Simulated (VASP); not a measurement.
Input of a VASP 6.6.1 run:

File INCAR:

```
  PREC = Accurate
  ENCUT = 600
  EDIFF = 1E-6
  ISMEAR = 0
  SIGMA = 0.1
  LREAL = False
  LASPH = True
  NELM = 100
  ALGO = Fast
  ISIF = 3
  LWAVE = False
  LCHARG = False
  GGA = PE
  IBRION = 2
  NSW = 90
  EDIFFG = -0.04
```

Contents of KPOINTS:

```
Automatic mesh
0
Gamma
  4 4 4
```

The input POSCAR:

```
TeMo5
1.0
    0.0000000000      3.9253608700      3.9253608700
    3.9253608700      0.0000000000      3.9253608700
    3.9253608700      3.9253608700      0.0000000000
Te Mo
1 5
Direct
    0.0000000000      0.0000000000      0.0000000000
    0.3750000000      0.3750000000      0.8750000000
    0.3750000000      0.8750000000      0.3750000000
    0.8750000000      0.3750000000      0.3750000000
    0.3750000000      0.3750000000      0.3750000000
    0.7500000000      0.7500000000      0.7500000000
```

Potentials or basis: VASP PAW PBE potentials, release 64 (Te, Mo_sv).

Launch:

```bash
$ cat potpaw_PBE.64/Te/POTCAR potpaw_PBE.64/Mo_sv/POTCAR > POTCAR
$ mpirun -np 1 vasp_std > vasp.out
```

Task: Predict the space group after relaxing (to 0.05 Å).

Result: F-43m (No. 216).

Task: Predict the band gap on the k mesh.

Result: Zero (band 38 reaches 12.91 eV, above the bottom of band 39 at 11.91 eV).

Task: Estimate the relaxed cell.

Result: a = 5.265 Å, b = 5.265 Å, c = 5.265 Å, α = 60.00°, β = 60.00°, γ = 60.00°.

Final structure:
```
CELL_PARAMETERS angstrom
0.00000 3.72262 3.72262
3.72262 0.00000 3.72262
3.72262 3.72262 0.00000
ATOMIC_POSITIONS crystal
Te 0.00000 0.00000 0.00000
Mo 0.37418 0.37418 0.87747
Mo 0.37418 0.87747 0.37418
Mo 0.87747 0.37418 0.37418
Mo 0.37418 0.37418 0.37418
Mo 0.75000 0.75000 0.75000
```

Caveat: spin-orbit coupling is left out, which moves the levels of the heavy elements.
